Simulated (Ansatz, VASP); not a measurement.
**SnSe in VASP and in Ansatz**

```xyz
4
Lattice="5.1500 0.0000 0.0000 0.0000 5.1500 0.0000 0.0000 0.0000 4.5042" Properties=species:S:1:pos:R:3 pbc="T T T"
Sn    0.0000    2.5750    1.2875
Sn    2.5750    0.0000    3.2167
Se    0.0000    0.0000    0.0000
Se    2.5750    2.5750    0.0000
```

Alike in both runs: functional PBE; k mesh 4 × 4 × 4; occupations gaussian, width 0.1 eV; no spin polarisation.

Ansatz relaxed the structure, and its values are those at the end. VASP's run is a single point on that final structure, the one shown.

```csv
,VASP,Ansatz
version,VASP 6.6.1,Ansatz 0.2.0
potentials or method,"VASP PAW PBE potentials, release 64 (Sn_d, Se), cutoff 520 eV","scalar-relativistic, plane waves, PAW"
valence electrons in the cell,40,60
```

|  | VASP | Ansatz | Ansatz less VASP |
| --- | --- | --- | --- |
| gap on the k mesh at the Fermi level (eV) | 0.81 | 0.81 | +0.003 |
| least direct gap on the mesh (eV) | 0.83 | 0.82 | -0.007 |
| pressure (GPa) | 0.1 | 0.1 | -0.01 |
| rms of the force components (eV/Å) | 0.008 | 0.005 | -0.0033 |

VASP's potentials hold 40 valence electrons a cell and Ansatz's 60, so a difference there can come from the potentials and not from the codes.
